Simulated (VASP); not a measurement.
Wanted: the native input for a VASP 6.6.1 run.

| Property | Result |
| --- | --- |
| Task | relaxation of cell and atoms |
| Functional | PBEsol |
| Potentials or basis | VASP PAW PBE potentials, release 64 (Ti_sv, O) |
| Cutoff | 600 eV |
| k mesh | 6 × 6 × 2 |
| Occupations | gaussian, width 0.1 eV |
| Spin | no spin polarisation |
| Dipole correction | no |
| Further INCAR settings | ALGO = Normal; EDIFF = 1e-06; IBRION = 2; EDIFFG = -0.05; NSW = 80; ISIF = 3 |

The structure of Ti2O lies in POSCAR:

```
Ti2O
1.0
    2.9931942340      0.0000000000      0.0000000000
   -1.4965971170      2.5921822451      0.0000000000
    0.0000000000      0.0000000000     10.4326908261
Ti O
4 2
Direct
    0.6666666667      0.3333333333      0.8986176343
    0.3333333333      0.6666666667      0.3986176343
    0.6666666667      0.3333333333      0.6013823657
    0.3333333333      0.6666666667      0.1013823657
    0.0000000000      0.0000000000      0.7500000000
    0.0000000000      0.0000000000      0.2500000000
```

The input as run:

INCAR

```
SYSTEM = Ti2O
PREC = Accurate ; ENCUT = 600
EDIFF = 1E-6 ; ISMEAR = 0
SIGMA = 0.1 ; LREAL = .False.
LASPH = .True. ; NELM = 100
ALGO = Normal ; ISIF = 3
LWAVE = .False. ; LCHARG = .False.
GGA = PS ; IBRION = 2
NSW = 80 ; EDIFFG = -0.05
```

KPOINTS

```
Automatic mesh
0
Gamma
  6 6 2
  0 0 0
```

Potentials or basis: VASP PAW PBE potentials, release 64 (Ti_sv, O).

The run is started by

```bash
$ cat potpaw_PBE.64/Ti_sv/POTCAR potpaw_PBE.64/O/POTCAR > POTCAR
$ mpirun -np 1 vasp_std > vasp.out
```

Results of the run:

| Quantity | Value |
| --- | --- |
| Relaxed volume | 11.97 Å³/atom |
| Relaxed cell | a = 2.890 Å, b = 2.890 Å, c = 9.930 Å, α = 90.00°, β = 90.00°, γ = 120.00° |
| Space group after relaxing (to 0.1 Å) | P6_3/mmc (No. 194) |
| Energy gained by relaxing | 176.0 meV/atom |
| Ionic steps | 9 |
| Pressure after relaxing | -0.1 GPa |
| Largest force after relaxing | 0.007 eV/Å |
| Band gap on the k mesh | zero (bands 30 and 31 overlap by 1.07 eV) |

Caveat: the k points lie up to 0.42 Å⁻¹ apart in the final cell, too coarse for converged energies and pressures of a metal; the PAW data sets were made with another functional, which shifts forces and pressure a little.

Wall time 3.8 min on 1 thread of Intel(R) Xeon(R) 6975P-C (Granite Rapids), on a shared host, peak memory 0.23 GiB.
